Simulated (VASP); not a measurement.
Input of a VASP 6.6.1 run:

INCAR

```
PREC = Accurate
ENCUT = 520
EDIFF = 1E-7
ISMEAR = 0
SIGMA = 0.1
LREAL = F
LASPH = T
NELM = 100
ALGO = Normal
ISIF = 2
LWAVE = F
LCHARG = F
GGA = PS
NBANDS = 26
```

Contents of KPOINTS:

```
regular mesh
0
Gamma
  10 10 10
```

POSCAR

```
LiSc3
1.0
    0.0000000000      3.5672982107      3.5672982107
    3.5672982107      0.0000000000      3.5672982107
    3.5672982107      3.5672982107      0.0000000000
Li Sc
1 3
Direct
    0.0000000000      0.0000000000      0.0000000000
    0.2500000000      0.2500000000      0.2500000000
    0.7500000000      0.7500000000      0.7500000000
    0.5000000000      0.5000000000      0.5000000000
```

Potentials or basis: VASP PAW PBE potentials, release 64 (Li_sv, Sc_sv).

The run is started by

```bash
$ cat potpaw_PBE.64/Li_sv/POTCAR potpaw_PBE.64/Sc_sv/POTCAR > POTCAR
$ mpirun -np 1 vasp_std > vasp.out
```

Task: Estimate the band gap on the k mesh.

Result: Zero (bands 18 and 19 overlap by 0.90 eV).

Caveat: the cell differs from its parent crystal (Y replaced by Sc, lengths x 0.948, strained).
